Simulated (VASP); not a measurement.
# Nb3C (P6_3/mmc) in VASP: a series of runs

The runs below take Nb3C through single point, relaxation of cell and atoms, with PBE.

Everything below comes from runs of VASP 6.6.1. Logs are shortened: lines on timing, memory, paths and dates and some standing lists are left out, and cuts for length are marked.

## (1) The cell of the first run

It takes space group P6_3/mmc (No. 194, hexagonal). Conventional cell: a = 5.322 Å, b = 5.322 Å, c = 4.808 Å, α = 90.00°, β = 90.00°, γ = 120.00°. Within 3.5 Å of Nb (site symmetry mm2) lie 8 Nb at 2.64 to 2.86 Å and 4 C at 2.66 to 2.85 Å. Within 3.5 Å of C (site symmetry -6m2) lie 12 Nb at 2.66 to 2.85 Å.

The cell was built from a structure type or drawn by symmetry, and may not be a known phase.

## (2) Single point, PBE

Contents of INCAR:

```
SYSTEM = Nb3C
ALGO = Normal
EDIFF = 1E-6
ENCUT = 520
GGA = PE
ISIF = 2
ISMEAR = 0
LASPH = .TRUE.
LCHARG = .FALSE.
LREAL = .FALSE.
LWAVE = .FALSE.
NBANDS = 53
NELM = 80
PREC = Accurate
SIGMA = 0.1
```

Contents of KPOINTS:

```
k-points
0
G
  3 3 4
  0 0 0
```

Contents of POSCAR:

```
Nb3C
1.0
    5.3224914124      0.0000000000      0.0000000000
   -2.6612457062      4.6094127746      0.0000000000
    0.0000000000      0.0000000000      4.8078724160
Nb C
6 2
Direct
    0.3357044993      0.1678522496      0.7500000000
    0.8321477504      0.6642955007      0.7500000000
    0.1678522496      0.8321477504      0.2500000000
    0.6642955007      0.8321477504      0.2500000000
    0.1678522496      0.3357044993      0.2500000000
    0.8321477504      0.1678522496      0.7500000000
    0.6666666667      0.3333333333      0.2500000000
    0.3333333333      0.6666666667      0.7500000000
```

Potentials or basis: VASP PAW PBE potentials, release 64 (Nb_sv, C).

The run is started by

```sh
$ cat potpaw_PBE.64/Nb_sv/POTCAR potpaw_PBE.64/C/POTCAR > POTCAR
$ mpirun -np 1 vasp_std > vasp.out
```

OUTCAR:

```text
SYSTEM = Nb3C
   EDIFF = 1E-6
   ENCUT = 520
   GGA = PE
   ISIF = 2
   ISMEAR = 0
   LASPH = .TRUE.
   LREAL = .FALSE.
   NELM = 80
   PREC = Accurate

 ion  position               nearest neighbor table
   1  0.336  0.168  0.750-   6 2.64   2 2.64   6 2.68   2 2.68   3 2.86   3 2.86   5 2.86   5 2.86

   2  0.832  0.664  0.750-   1 2.64   6 2.64   1 2.68   6 2.68   3 2.86   3 2.86   4 2.86   4 2.86

   3  0.168  0.832  0.250-   4 2.64   5 2.64   4 2.68   5 2.68   2 2.86   2 2.86   1 2.86   1 2.86

   4  0.664  0.832  0.250-   3 2.64   5 2.64   3 2.68   5 2.68   6 2.86   6 2.86   2 2.86   2 2.86

   5  0.168  0.336  0.250-   3 2.64   4 2.64   3 2.68   4 2.68   6 2.86   6 2.86   1 2.86   1 2.86

   6  0.832  0.168  0.750-   1 2.64   2 2.64   1 2.68   2 2.68   5 2.86   5 2.86   4 2.86   4 2.86

   7  0.667  0.333  0.250-
   8  0.333  0.667  0.750-

  LATTYP: Found a hexagonal cell.
 ALAT       =     5.3224914124
 C/A-ratio  =     0.9033123858

  Lattice vectors:

 A1 = (   5.3224914124,   0.0000000000,   0.0000000000)
 A2 = (  -2.6612457062,   4.6094127746,   0.0000000000)
 A3 = (   0.0000000000,   0.0000000000,   4.8078724160)

Analysis of symmetry for initial positions (statically):
=====================================================================
 Subroutine PRICEL returns:
 Original cell was already a primitive cell.

 Routine SETGRP: Setting up the symmetry group for a
 hexagonal supercell.

 Subroutine GETGRP returns: Found 24 space group operations
 (whereof 12 operations were pure point group operations)
 out of a pool of 24 trial point group operations.

The static configuration has the point symmetry D_3d.
 The point group associated with its full space group is D_6h.

Analysis of symmetry for dynamics (positions and initial velocities):
=====================================================================
 Subroutine PRICEL returns:
 Original cell was already a primitive cell.

 Routine SETGRP: Setting up the symmetry group for a
 hexagonal supercell.

 Subroutine GETGRP returns: Found 24 space group operations
 (whereof 12 operations were pure point group operations)
 out of a pool of 24 trial point group operations.

The dynamic configuration has the point symmetry D_3d.
 The point group associated with its full space group is D_6h.

 Subroutine INISYM returns: Found 24 space group operations
 (whereof 12 operations are pure point group operations),
 and found     1 'primitive' translations

----------------------------------------------------------------------------------------

                                     Primitive cell

  volume of cell :     117.9542

  direct lattice vectors                    reciprocal lattice vectors
     5.322491412  0.000000000  0.000000000     0.187881938  0.108473687  0.000000000
    -2.661245706  4.609412775  0.000000000     0.000000000  0.216947375  0.000000000
     0.000000000  0.000000000  4.807872416     0.000000000  0.000000000  0.207992208

  length of vectors
     5.322491412  5.322491412  4.807872416     0.216947375  0.216947375  0.207992208

  position of ions in fractional coordinates (direct lattice)
     0.335704499  0.167852250  0.750000000
     0.832147750  0.664295501  0.750000000
     0.167852250  0.832147750  0.250000000
     0.664295501  0.832147750  0.250000000
     0.167852250  0.335704499  0.250000000
     0.832147750  0.167852250  0.750000000
     0.666666667  0.333333333  0.250000000
     0.333333333  0.666666667  0.750000000

  ion indices of the primitive-cell ions
   primitive index   ion index
                 1           1
                 2           2
                 3           3
                 4           4
                 5           5
                 6           6
                 7           7
                 8           8

----------------------------------------------------------------------------------------

 KPOINTS: k-points

Automatic generation of k-mesh.
 Grid dimensions read from file:
 generate k-points for:    3    3    4

 Generating k-lattice:

  Cartesian coordinates                     Fractional coordinates (reciprocal lattice)
     0.062627313  0.036157896  0.000000000     0.333333333  0.000000000  0.000000000
     0.000000000  0.072315792  0.000000000     0.000000000  0.333333333  0.000000000
     0.000000000  0.000000000  0.051998052     0.000000000  0.000000000  0.250000000

  Length of vectors
     0.072315792  0.072315792  0.051998052

  Shift w.r.t. Gamma in fractional coordinates (k-lattice)
     0.000000000  0.000000000  0.000000000

 Subroutine IBZKPT returns following result:
 ===========================================

 Found      9 irreducible k-points:

 Following reciprocal coordinates:
            Coordinates               Weight
  0.000000  0.000000  0.000000      1.000000
  0.333333  0.000000  0.000000      6.000000
  0.333333  0.333333  0.000000      2.000000
  0.000000  0.000000  0.250000      2.000000
  0.333333  0.000000  0.250000     12.000000
  0.333333  0.333333  0.250000      4.000000
  0.000000  0.000000  0.500000      1.000000
  0.333333  0.000000  0.500000      6.000000
  0.333333  0.333333  0.500000      2.000000
   k-points           NKPTS =      9   k-points in BZ     NKDIM =      9   number of bands    NBANDS=     53
   number of dos      NEDOS =    301   number of ions     NIONS =      8
   total plane-waves  NPLWV =  57600
   dimension x,y,z NGX =    40 NGY =   40 NGZ =   36
   dimension x,y,z NGXF=    80 NGYF=   80 NGZF=   72
   ions per type =               6   2
   NGX,Y,Z   is equivalent  to a cutoff of  12.49, 12.49, 12.45 a.u.
   NGXF,Y,Z  is equivalent  to a cutoff of  24.99, 24.99, 24.90 a.u.
 SYSTEM =  Nb3C
   PREC   = accura    normal or accurate (medium, high low for compatibility)
   ISTART =      0    job   : 0-new  1-cont  2-samecut
   ICHARG =      2    charge: 1-file 2-atom 10-const
   ISPIN  =      1    spin polarized calculation?
   LNONCOLLINEAR =      F non collinear calculations
   LSORBIT =      F    spin-orbit coupling
   LASPH  =      T    aspherical Exc in radial PAW
   ENCUT  =  520.0 eV  38.22 Ry    6.18 a.u.   9.90  9.90  8.94*2*pi/ulx,y,z
   NELM   =     80;   NELMIN=  2; NELMDL= -5     # of ELM steps
   EDIFF  = 0.1E-05   stopping-criterion for ELM
   LREAL  =      F    real-space projection
   EDIFFG = 0.1E-04   stopping-criterion for IOM
   NSW    =      0    number of steps for IOM
   IBRION =     -1    ionic relax: 0-MD 1-quasi-New 2-CG
   NFREE  =      0    steps in history (QN), initial steepest desc. (CG)
   ISIF   =      2    stress and relaxation
   ISYM   =      2    0-nonsym 1-usesym 2-fastsym
   POTIM  = 0.5000    time-step for ionic-motion
   TEBEG  =    0.0;   TEEND  =   0.0 temperature during run
   PSTRESS=    0.0 pullay stress
   NELECT =      86.0000    total number of electrons
   NUPDOWN=      -1.0000    fix difference up-down
   EMIN   =  10.00;   EMAX   =-10.00  energy-range for DOS
   EFERMI =   0.00;   METHOD = LEGACY
   ISMEAR =     0;   SIGMA  =   0.10  broadening in eV -4-tet -1-fermi 0-gaus
   EFERMI_NEDOS =   21; number of points for ismear=-14 and -15
   IALGO  =     38    algorithm
   IMIX   =      4    mixing-type and parameters
     AMIX     =   0.40;   BMIX     =  1.00
     AMIX_MAG =   1.60;   BMIX_MAG =  1.00
  volume/ion in A,a.u.               =      14.74        99.50
  Fermi-wavevector in a.u.,A,eV,Ry     =   1.473454  2.784424 29.539142  2.171066
  Thomas-Fermi vector in A             =   2.588345
   LORBIT       =      0    0 simple, 1 ext, 2 COOP (PROOUT), +10 PAW based schemes
   GGA     = PE    functional components
   LHFCALC =     F    Hartree Fock is set to
   AEXX    =    0.0000 exact exchange contribution
   IVDW    =     0    specifies the selected vdW correction
   LEPSILON=     F    determine dielectric tensor
   LRPA    =     F    only Hartree local field effects (RPA)
 non-spin polarized calculation
 Gauss-broadening in eV      SIGMA  =   0.10
  energy-cutoff  :      520.00
  volume of cell :      117.95
 maximum number of plane-waves:      3198
 NGX is ok and might be reduce to    40
   NGX = 19   NGY = 19   NGZ = 17

 number of electron      86.0000003 magnetization

 Free energy of the ion-electron system (eV)
  ---------------------------------------------------
  ext. energy  EPLUGINS =         0.00000000
  ---------------------------------------------------
  free energy    TOTEN  =       -73.80129269 eV

  energy without entropy =      -73.75661755  energy(sigma->0) =      -73.77895512

 E-fermi :  11.4269     XC(G=0): -12.6567

 val. band max:       11.3672164794   @ k =   0.3333   0.3333   0.2500
 cond. band min:      11.4356379861   @ k =   0.3333   0.0000   0.2500
 fundamental gap:      0.0684215067
 Fermi energy:        11.4268779807

 k-point     1 :       0.0000    0.0000    0.0000
  band No.  band energies     occupation
      1     -43.2382      2.00000
      2     -43.0215      2.00000
      3     -42.8345      2.00000
      4     -42.8345      2.00000
      5     -42.7320      2.00000
      6     -42.7320      2.00000
[... 45 lines left out ...]
     52      14.6627      0.00000
     53      14.8387      0.00000

 k-point     2 :       0.3333    0.0000    0.0000
  band No.  band energies     occupation
      1     -43.1530      2.00000
      2     -42.9890      2.00000
      3     -42.8997      2.00000
      4     -42.8368      2.00000
      5     -42.7934      2.00000
      6     -42.7305      2.00000
[... 45 lines left out ...]
     52      14.4929      0.00000
     53      14.7309      0.00000

 k-point     3 :       0.3333    0.3333    0.0000
  band No.  band energies     occupation
      1     -43.0526      2.00000
      2     -42.9890      2.00000
      3     -42.9890      2.00000
      4     -42.8372      2.00000
      5     -42.7697      2.00000
      6     -42.7697      2.00000
[... 45 lines left out ...]
     52      14.1262      0.00000
     53      14.2074      0.00000

 k-point     4 :       0.0000    0.0000    0.2500
  band No.  band energies     occupation
      1     -43.2070      2.00000
      2     -43.0539      2.00000
      3     -42.8195      2.00000
      4     -42.8195      2.00000
      5     -42.7471      2.00000
      6     -42.7471      2.00000
[... 45 lines left out ...]
     52      14.3661      0.00000
     53      14.5460      0.00000

 k-point     5 :       0.3333    0.0000    0.2500
  band No.  band energies     occupation
      1     -43.1252      2.00000
      2     -43.0043      2.00000
      3     -42.8931      2.00000
      4     -42.8213      2.00000
      5     -42.8138      2.00000
      6     -42.7461      2.00000
[... 45 lines left out ...]
     52      14.3495      0.00000
     53      14.9210      0.00000

 k-point     6 :       0.3333    0.3333    0.2500
  band No.  band energies     occupation
      1     -43.0216      2.00000
      2     -42.9821      2.00000
      3     -42.9821      2.00000
      4     -42.8694      2.00000
      5     -42.7767      2.00000
      6     -42.7767      2.00000
[... 45 lines left out ...]
     52      14.2896      0.00000
     53      14.9708      0.00000

 k-point     7 :       0.0000    0.0000    0.5000
  band No.  band energies     occupation
      1     -43.1310      2.00000
      2     -43.1310      2.00000
      3     -42.7834      2.00000
      4     -42.7834      2.00000
      5     -42.7834      2.00000
      6     -42.7834      2.00000
[... 45 lines left out ...]
     52      14.2458      0.00000
     53      15.0226      0.00000

 k-point     8 :       0.3333    0.0000    0.5000
  band No.  band energies     occupation
      1     -43.0603      2.00000
      2     -43.0603      2.00000
      3     -42.8585      2.00000
      4     -42.8585      2.00000
      5     -42.7838      2.00000
      6     -42.7838      2.00000
[... 45 lines left out ...]
     52      14.6031      0.00000
     53      14.6092      0.00000

 k-point     9 :       0.3333    0.3333    0.5000
  band No.  band energies     occupation
      1     -42.9747      2.00000
      2     -42.9747      2.00000
      3     -42.9460      2.00000
      4     -42.9460      2.00000
      5     -42.7842      2.00000
      6     -42.7842      2.00000
[... 45 lines left out ...]
     52      13.9777      0.00000
     53      14.9241      0.00000

------------------------ aborting loop because EDIFF is reached ----------------------------------------

  FORCE on cell =-STRESS in cart. coord.  units (eV):
  Direction    XX          YY          ZZ          XY          YZ          ZX
  --------------------------------------------------------------------------------------
  -------------------------------------------------------------------------------------
  Total       -0.2056065     -0.2056065     -0.2906244     -0.0000000     -0.0000000     -0.0000000
  in kB       -2.7927613     -2.7927613     -3.9475635     -0.0000000     -0.0000000     -0.0000000
  external PRESSURE =      -3.1776953 kB  Pullay stress =       0.0000000 kB

 VOLUME and BASIS-vectors are now :
 -----------------------------------------------------------------------------
  energy-cutoff  :      520.00
  volume of cell :      117.95
      direct lattice vectors                 reciprocal lattice vectors
     5.322491412  0.000000000  0.000000000     0.187881938  0.108473687  0.000000000
    -2.661245706  4.609412775  0.000000000     0.000000000  0.216947375  0.000000000
     0.000000000  0.000000000  4.807872416     0.000000000  0.000000000  0.207992208

 POSITION                                       TOTAL-FORCE (eV/Angst)
 -----------------------------------------------------------------------------------
      1.34009      0.77370      3.60590        -0.004872     -0.002813     -0.000000
      2.66125      3.06201      3.60590        -0.000000      0.005625      0.000000
     -1.32116      3.83571      1.20197        -0.004872      0.002813      0.000000
      1.32116      3.83571      1.20197         0.004872      0.002813      0.000000
     -0.00000      1.54740      1.20197        -0.000000     -0.005625     -0.000000
      3.98240      0.77370      3.60590         0.004872     -0.002813      0.000000
      2.66125      1.53647      1.20197        -0.000000      0.000000      0.000000
     -0.00000      3.07294      3.60590        -0.000000      0.000000      0.000000
 -----------------------------------------------------------------------------------
    total drift:                               -0.000001      0.000000     -0.000000

  FREE ENERGIE OF THE ION-ELECTRON SYSTEM (eV)
  ---------------------------------------------------
  free  energy   TOTEN  =       -73.8012926878 eV

  energy  without entropy=      -73.7566175541  energy(sigma->0) =      -73.77895512
```

Wall time 92 s (1 thread of Intel Xeon Platinum 8259CL at 2.50GHz (Skylake/Cascade Lake), shared host); peak memory 0.24 GiB.

What came out:

| Item | Value |
| --- | --- |
| Free energy | -73.8013 eV |
| Pressure | -0.3 GPa |
| Largest force | 0.006 eV/Å |
| Band gap on the k mesh | zero (bands 43 and 44 overlap by 1.63 eV) |

Forces on the atoms (eV/Å):
```
Nb  -0.005 -0.003  0.000
Nb   0.000  0.006  0.000
Nb  -0.005  0.003  0.000
Nb   0.005  0.003  0.000
Nb   0.000 -0.006  0.000
Nb   0.005 -0.003  0.000
C    0.000  0.000  0.000
C    0.000  0.000  0.000
```

Caveat: the k points lie up to 0.45 Å⁻¹ apart, too coarse for converged energies and pressures of a metal.

(Continued in part 2 of 3.)
